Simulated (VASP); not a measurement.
# AlN (R-3m) in VASP: notebook, part 2 of 2

VASP 6.6.1. Earlier steps stand in the parts before.

## 4. Single point, PBE

This run uses another cell than the first one, of the same volume but with other edges.

INCAR reads:

```
SYSTEM = AlN
PREC = Accurate
ENCUT = 520
EDIFF = 1E-7
ISMEAR = 0
SIGMA = 0.05
LREAL = .False.
LASPH = .True.
NELM = 80
ALGO = Normal
ISIF = 2
LWAVE = .False.
LCHARG = .True.
GGA = PE
LELF = .True.
LVHAR = .True.
NBANDS = 11
```

KPOINTS reads:

```
Automatic mesh
0
Gamma
  10 10 10
  0 0 0
```

POSCAR reads:

```
AlN
1.0
    0.2552739653      2.1698287047      2.1698287047
    2.1698287047      0.2552739653      2.1698287047
    2.1698287047      2.1698287047      0.2552739653
Al N
1 1
Direct
    0.5000000000      0.5000000000      0.5000000000
    0.0000000000      0.0000000000      0.0000000000
```

Potentials or basis: VASP PAW PBE potentials, release 64 (Al, N).

On the command line:

```
cat potpaw_PBE.64/Al/POTCAR potpaw_PBE.64/N/POTCAR > POTCAR
mpirun -np 1 vasp_std > vasp.out
```

OUTCAR:

```text
SYSTEM = AlN
   PREC = Accurate
   ENCUT = 520
   EDIFF = 1E-7
   ISMEAR = 0
   LREAL = .False.
   LASPH = .True.
   NELM = 80
   ISIF = 2
   GGA = PE

 ion  position               nearest neighbor table
   1  0.500  0.500  0.500-   2 2.05   2 2.05   2 2.05   2 2.05   2 2.05   2 2.05
   2  0.000  0.000  0.000-   1 2.05   1 2.05   1 2.05   1 2.05   1 2.05   1 2.05

  LATTYP: Found a trigonal (rhomboedric) cell.
 ALAT       =     3.0792008724
 COS(alpha) =     0.6134020619

  Lattice vectors:

 A1 = (   0.2552739653,   2.1698287047,   2.1698287047)
 A2 = (   2.1698287047,   0.2552739653,   2.1698287047)
 A3 = (   2.1698287047,   2.1698287047,   0.2552739653)

Analysis of symmetry for initial positions (statically):
=====================================================================
 Subroutine PRICEL returns:
 Original cell was already a primitive cell.

 Routine SETGRP: Setting up the symmetry group for a
 trigonal (rhombohedral) supercell.

 Subroutine GETGRP returns: Found 12 space group operations
 (whereof 12 operations were pure point group operations)
 out of a pool of 12 trial point group operations.

The static configuration has the point symmetry D_3d.

Analysis of symmetry for dynamics (positions and initial velocities):
=====================================================================
 Subroutine PRICEL returns:
 Original cell was already a primitive cell.

 Routine SETGRP: Setting up the symmetry group for a
 trigonal (rhombohedral) supercell.

 Subroutine GETGRP returns: Found 12 space group operations
 (whereof 12 operations were pure point group operations)
 out of a pool of 12 trial point group operations.

The dynamic configuration has the point symmetry D_3d.

 Subroutine INISYM returns: Found 12 space group operations
 (whereof 12 operations are pure point group operations),
 and found     1 'primitive' translations

----------------------------------------------------------------------------------------

                                     Primitive cell

  volume of cell :      16.8428

  direct lattice vectors                    reciprocal lattice vectors
     0.255273965  2.169828705  2.169828705    -0.275666068  0.246648588  0.246648588
     2.169828705  0.255273965  2.169828705     0.246648588 -0.275666068  0.246648588
     2.169828705  2.169828705  0.255273965     0.246648588  0.246648588 -0.275666068

  length of vectors
     3.079200872  3.079200872  3.079200872     0.444592884  0.444592884  0.444592884

  position of ions in fractional coordinates (direct lattice)
     0.500000000  0.500000000  0.500000000
     0.000000000  0.000000000  0.000000000

  ion indices of the primitive-cell ions
   primitive index   ion index
                 1           1
                 2           2

----------------------------------------------------------------------------------------

 KPOINTS: Automatic mesh

Automatic generation of k-mesh.
 Grid dimensions read from file:
 generate k-points for:   10   10   10

 Generating k-lattice:

  Cartesian coordinates                     Fractional coordinates (reciprocal lattice)
    -0.027566607  0.024664859  0.024664859     0.100000000 -0.000000000 -0.000000000
     0.024664859 -0.027566607  0.024664859    -0.000000000  0.100000000 -0.000000000
     0.024664859  0.024664859 -0.027566607    -0.000000000 -0.000000000  0.100000000

  Length of vectors
     0.044459288  0.044459288  0.044459288

  Shift w.r.t. Gamma in fractional coordinates (k-lattice)
     0.000000000  0.000000000  0.000000000

 Subroutine IBZKPT returns following result:
 ===========================================

 Found    116 irreducible k-points:

 Following reciprocal coordinates:
            Coordinates               Weight
  0.000000  0.000000  0.000000      1.000000
  0.100000  0.000000  0.000000      6.000000
  0.200000  0.000000  0.000000      6.000000
  0.300000  0.000000 -0.000000      6.000000
  0.400000  0.000000  0.000000      6.000000
  0.500000  0.000000  0.000000      3.000000
[... 16 lines left out ...]
  0.300000  0.300000 -0.000000      6.000000
  0.400000  0.300000 -0.000000     12.000000
 [... further k-points ...]
   k-points           NKPTS =    116   k-points in BZ     NKDIM =    116   number of bands    NBANDS=     11
   number of dos      NEDOS =    301   number of ions     NIONS =      2
   total plane-waves  NPLWV =  13824
   dimension x,y,z NGX =    24 NGY =   24 NGZ =   24
   dimension x,y,z NGXF=    48 NGYF=   48 NGZF=   48
   ions per type =               1   1
   NGX,Y,Z   is equivalent  to a cutoff of  12.96, 12.96, 12.96 a.u.
   NGXF,Y,Z  is equivalent  to a cutoff of  25.92, 25.92, 25.92 a.u.
 SYSTEM =  AlN
   PREC   = accura    normal or accurate (medium, high low for compatibility)
   ISTART =      0    job   : 0-new  1-cont  2-samecut
   ICHARG =      2    charge: 1-file 2-atom 10-const
   ISPIN  =      1    spin polarized calculation?
   LNONCOLLINEAR =      F non collinear calculations
   LSORBIT =      F    spin-orbit coupling
   LASPH  =      T    aspherical Exc in radial PAW
   ENCUT  =  520.0 eV  38.22 Ry    6.18 a.u.   5.73  5.73  5.73*2*pi/ulx,y,z
   NELM   =     80;   NELMIN=  2; NELMDL= -5     # of ELM steps
   EDIFF  = 0.1E-06   stopping-criterion for ELM
   LREAL  =      F    real-space projection
   EDIFFG = 0.1E-05   stopping-criterion for IOM
   NSW    =      0    number of steps for IOM
   IBRION =     -1    ionic relax: 0-MD 1-quasi-New 2-CG
   NFREE  =      0    steps in history (QN), initial steepest desc. (CG)
   ISIF   =      2    stress and relaxation
   ISYM   =      2    0-nonsym 1-usesym 2-fastsym
   POTIM  = 0.5000    time-step for ionic-motion
   TEBEG  =    0.0;   TEEND  =   0.0 temperature during run
   PSTRESS=    0.0 pullay stress
   NELECT =       8.0000    total number of electrons
   NUPDOWN=      -1.0000    fix difference up-down
   EMIN   =  10.00;   EMAX   =-10.00  energy-range for DOS
   EFERMI =   0.00;   METHOD = LEGACY
   ISMEAR =     0;   SIGMA  =   0.05  broadening in eV -4-tet -1-fermi 0-gaus
   EFERMI_NEDOS =   21; number of points for ismear=-14 and -15
   IALGO  =     38    algorithm
   IMIX   =      4    mixing-type and parameters
     AMIX     =   0.40;   BMIX     =  1.00
     AMIX_MAG =   1.60;   BMIX_MAG =  1.00
  volume/ion in A,a.u.               =       8.42        56.83
  Fermi-wavevector in a.u.,A,eV,Ry     =   1.277321  2.413786 22.198561  1.631548
  Thomas-Fermi vector in A             =   2.409927
   LORBIT       =      0    0 simple, 1 ext, 2 COOP (PROOUT), +10 PAW based schemes
   GGA     = PE    functional components
   LHFCALC =     F    Hartree Fock is set to
   AEXX    =    0.0000 exact exchange contribution
   IVDW    =     0    specifies the selected vdW correction
   LEPSILON=     F    determine dielectric tensor
   LRPA    =     F    only Hartree local field effects (RPA)
 non-spin polarized calculation
 Gauss-broadening in eV      SIGMA  =   0.05
  energy-cutoff  :      520.00
  volume of cell :       16.84
 maximum number of plane-waves:       462
   NGX = 11   NGY = 11   NGZ = 11

 number of electron       8.0000000 magnetization

 Free energy of the ion-electron system (eV)
  ---------------------------------------------------
  ext. energy  EPLUGINS =         0.00000000
  ---------------------------------------------------
  free energy    TOTEN  =       -13.74907818 eV

  energy without entropy =      -13.74907818  energy(sigma->0) =      -13.74907818

 E-fermi :  11.1650     XC(G=0): -12.2196

 val. band max:       10.8682536933   @ k =   0.0000   0.0000   0.0000
 cond. band min:      12.6841512077   @ k =   0.5000   0.5000   0.0000
 fundamental gap:      1.8158975144
 Fermi energy:        11.1650119747

 k-point     1 :       0.0000    0.0000    0.0000
  band No.  band energies     occupation
      1      -7.5653      2.00000
      2       7.8821      2.00000
      3      10.8683      2.00000
      4      10.8683      2.00000
      5      13.1153      0.00000
      6      20.9658      0.00000
      7      23.6143      0.00000
      8      23.6143      0.00000
      9      25.5364      0.00000
     10      28.0426      0.00000
     11      28.0426      0.00000
[... 309 lines left out ...]
 k-point    24 :       0.4000    0.3000   -0.0000
  band No.  band energies     occupation
      1      -4.5033      2.00000
      2       4.1244      2.00000
      3       6.5794      2.00000
      4       8.1928      2.00000
      5      14.0989      0.00000
      6      18.6471      0.00000
      7      20.1013      0.00000
      8      25.6625      0.00000
      9      25.9167      0.00000
     10      31.2773      0.00000
     11      33.4224      0.00000

 [... further k-points ...]
[... 5 lines left out ...]
  --------------------------------------------------------------------------------------
  -------------------------------------------------------------------------------------
  Total        0.3619318      0.3619318      0.3619318     -4.5667121     -4.5667121     -4.5667121
  in kB       34.4288694     34.4288694     34.4288694   -434.4097963   -434.4097963   -434.4097963
  external PRESSURE =      34.4288694 kB  Pullay stress =       0.0000000 kB

 VOLUME and BASIS-vectors are now :
 -----------------------------------------------------------------------------
  energy-cutoff  :      520.00
  volume of cell :       16.84
      direct lattice vectors                 reciprocal lattice vectors
     0.255273965  2.169828705  2.169828705    -0.275666068  0.246648588  0.246648588
     2.169828705  0.255273965  2.169828705     0.246648588 -0.275666068  0.246648588
     2.169828705  2.169828705  0.255273965     0.246648588  0.246648588 -0.275666068

 POSITION                                       TOTAL-FORCE (eV/Angst)
 -----------------------------------------------------------------------------------
      2.29747      2.29747      2.29747         0.000000      0.000000      0.000000
      0.00000      0.00000      0.00000         0.000000     -0.000000     -0.000000
 -----------------------------------------------------------------------------------
    total drift:                                0.000000     -0.000000     -0.000000

  FREE ENERGIE OF THE ION-ELECTRON SYSTEM (eV)
  ---------------------------------------------------
  free  energy   TOTEN  =       -13.7490781797 eV

  energy  without entropy=      -13.7490781797  energy(sigma->0) =      -13.74907818
```

stdout:

```text
POSCAR found type information on POSCAR AlN
 POSCAR found :  2 types and       2 ions
 scaLAPACK will be used
 LDA part: xc-table for (Slater+PW92), standard interpolation
 POSCAR, INCAR and KPOINTS ok, starting setup
 FFT: planning ... GRIDC
 FFT: planning ... GRID_SOFT
 FFT: planning ... GRID
 WAVECAR not read
 entering main loop
```

It took 14 s on 1 thread of Intel Xeon Platinum 8259CL at 2.50GHz (Skylake/Cascade Lake), shared host; peak memory 0.14 GiB.

What came out:

```yaml
Free_energy: -13.7491 eV
Pressure: 3.4 GPa
Band_gap_on_the_k_mesh: 1.82 eV, indirect (least direct gap 2.25 eV)
```

Stress tensor (GPa, compression positive):
```
  3.44 -43.44 -43.44
-43.44   3.44 -43.44
-43.44 -43.44   3.44
```

 A k mesh can miss the band edges.

## 5. Single point, PBE

This run uses another cell than the first one, of the same volume but with other edges.

INCAR reads:

```
PREC = Accurate
ENCUT = 520
EDIFF = 1E-6
ISMEAR = 0
SIGMA = 0.05
LREAL = F
LASPH = T
NELM = 60
ALGO = Normal
ISIF = 2
LWAVE = F
LCHARG = F
GGA = PE
NBANDS = 11
```

KPOINTS reads:

```
regular mesh
0
Gamma
  10 10 10
```

POSCAR reads:

```
AlN
1.0
    0.7955216628      2.5002109401      2.5002109401
    2.5002109401      0.7955216628      2.5002109401
    2.5002109401      2.5002109401      0.7955216628
Al N
1 1
Direct
    0.5000000000      0.5000000000      0.5000000000
    0.0000000000      0.0000000000      0.0000000000
```

Potentials or basis: VASP PAW PBE potentials, release 64 (Al, N).

On the command line:

```
cat potpaw_PBE.64/Al/POTCAR potpaw_PBE.64/N/POTCAR > POTCAR
mpirun -np 1 vasp_std > vasp.out
```

OUTCAR:

```text
PREC = Accurate
   ENCUT = 520
   EDIFF = 1E-6
   ISMEAR = 0
   LREAL = F
   LASPH = T
   NELM = 60
   ISIF = 2
   GGA = PE

 ion  position               nearest neighbor table
   1  0.500  0.500  0.500-   2 2.18   2 2.18   2 2.18   2 2.18   2 2.18   2 2.18
   2  0.000  0.000  0.000-   1 2.18   1 2.18   1 2.18   1 2.18   1 2.18   1 2.18

  LATTYP: Found a trigonal (rhomboedric) cell.
 ALAT       =     3.6242191167
 COS(alpha) =     0.7787610620

  Lattice vectors:

[... 513 lines left out ...]
      5      12.0157      0.00000
      6      14.8338      0.00000
      7      21.9268      0.00000
      8      24.1113      0.00000
      9      26.0363      0.00000
     10      28.7485      0.00000
     11      30.8006      0.00000

 [... further k-points ...]
[... 5 lines left out ...]
  --------------------------------------------------------------------------------------
  -------------------------------------------------------------------------------------
  Total        4.5800129      4.5800129      4.5800129     -5.2710368     -5.2710368     -5.2710368
  in kB      435.6750366    435.6750366    435.6750366   -501.4088836   -501.4088836   -501.4088836
  external PRESSURE =     435.6750366 kB  Pullay stress =       0.0000000 kB

 VOLUME and BASIS-vectors are now :
 -----------------------------------------------------------------------------
  energy-cutoff  :      520.00
  volume of cell :       16.84
      direct lattice vectors                 reciprocal lattice vectors
     0.795521663  2.500210940  2.500210940    -0.333566626  0.253050544  0.253050544
     2.500210940  0.795521663  2.500210940     0.253050544 -0.333566626  0.253050544
     2.500210940  2.500210940  0.795521663     0.253050544  0.253050544 -0.333566626

 POSITION                                       TOTAL-FORCE (eV/Angst)
 -----------------------------------------------------------------------------------
      2.89797      2.89797      2.89797        -0.000000      0.000000     -0.000000
      0.00000      0.00000      0.00000         0.000000     -0.000000      0.000000
 -----------------------------------------------------------------------------------
    total drift:                               -0.000000     -0.000000     -0.000000

  FREE ENERGIE OF THE ION-ELECTRON SYSTEM (eV)
  ---------------------------------------------------
  free  energy   TOTEN  =        -9.2032535389 eV

  energy  without entropy=       -9.2011911551  energy(sigma->0) =       -9.20222235
```

Run time: 27 s. Hardware: 1 thread of Intel Xeon Platinum 8259CL at 2.50GHz (Skylake/Cascade Lake), shared host; peak memory 0.16 GiB.

Results:

| Quantity | Value |
| --- | --- |
| Free energy | -9.2033 eV |
| Pressure | 43.6 GPa |
| Band gap on the k mesh | zero (band 4 reaches 13.04 eV, above the bottom of band 5 at 9.78 eV) |

Stress tensor (GPa, compression positive):
```
 43.57 -50.14 -50.14
-50.14  43.57 -50.14
-50.14 -50.14  43.57
```

## 6. Single point, PBE

This run uses another cell than the first one, of the same volume but with other edges.

INCAR reads:

```
SYSTEM = AlN
PREC     = Accurate       ! precision mode
ENCUT    = 520            ! plane-wave cutoff, eV
EDIFF    = 1E-6           ! SCF threshold, eV
ISMEAR   = 0              ! smearing method
SIGMA    = 0.05           ! smearing width, eV
LREAL    = .FALSE.        ! projectors in reciprocal space
LASPH    = .TRUE.         ! aspherical terms in the spheres
NELM     = 100            ! most SCF steps
ALGO     = Normal         ! electronic algorithm
ISIF     = 2              ! what is computed and relaxed
LWAVE    = .FALSE.        ! write WAVECAR
LCHARG   = .FALSE.        ! write CHGCAR
GGA      = PE             ! functional
NBANDS   = 11             ! bands
```

KPOINTS reads:

```
Automatic mesh
0
G
  10 10 10
  0 0 0
```

POSCAR reads:

```
AlN
1.0
    0.1057594084      2.0887483153      2.0887483153
    2.0887483153      0.1057594084      2.0887483153
    2.0887483153      2.0887483153      0.1057594084
Al N
1 1
Direct
    0.5000000000      0.5000000000      0.5000000000
    0.0000000000      0.0000000000      0.0000000000
```

Potentials or basis: VASP PAW PBE potentials, release 64 (Al, N).

On the command line:

```
cat potpaw_PBE.64/Al/POTCAR potpaw_PBE.64/N/POTCAR > POTCAR
mpirun -np 1 vasp_std > vasp.out
```

Run time: 12 s. Hardware: 1 thread of Intel Xeon Platinum 8259CL at 2.50GHz (Skylake/Cascade Lake), shared host; peak memory 0.14 GiB.

The run converged. Its results:

| Property | Result |
| --- | --- |
| Free energy | -14.4120 eV |
| Pressure | 0.5 GPa |
| Band gap on the k mesh | 3.53 eV, indirect (least direct gap 4.65 eV) |

Stress tensor (GPa, compression positive):
```
  0.53 -16.94 -16.94
-16.94   0.53 -16.94
-16.94 -16.94   0.53
```

Levels at points of the mesh, in eV from the valence-band top:
```
           k point  band 2  band 3  band 4  band 5  band 6  band 7
(0.00, 0.00, 0.00)   -1.15    0.00    0.00    4.65   10.65   12.47
(0.50, 0.00, 0.00)   -8.38   -1.93   -1.22    5.07    9.90   10.52
(0.50, 0.50, 0.00)   -7.64   -3.63   -2.59    3.53    5.46   13.02
(0.50, 0.50, 0.50)   -9.14   -0.88   -0.88    6.68   11.65   11.65
```

## 7. Summary

```tsv
cell	gap on the mesh (eV)	pressure (GPa)
a = 2.583 Å, angles 82.7°, 2 atoms	none	10.7
a = 2.742 Å, angles 67.3°, 2 atoms	1.94	1.8
a = 3.079 Å, angles 52.2°, 2 atoms	1.82	3.4
a = 3.624 Å, angles 38.9°, 2 atoms	none	43.6
a = 2.956 Å, angles 56.6°, 2 atoms	3.53	0.5
```

Alike in all rows: task single point; level PBE; potentials or basis VASP PAW PBE potentials, release 64 (Al, N); no spin polarisation; k mesh 10 × 10 × 10; cutoff (eV) 520; smearing gaussian 0.05 eV.

Absolute energies hang on the potentials; compare differences alone.
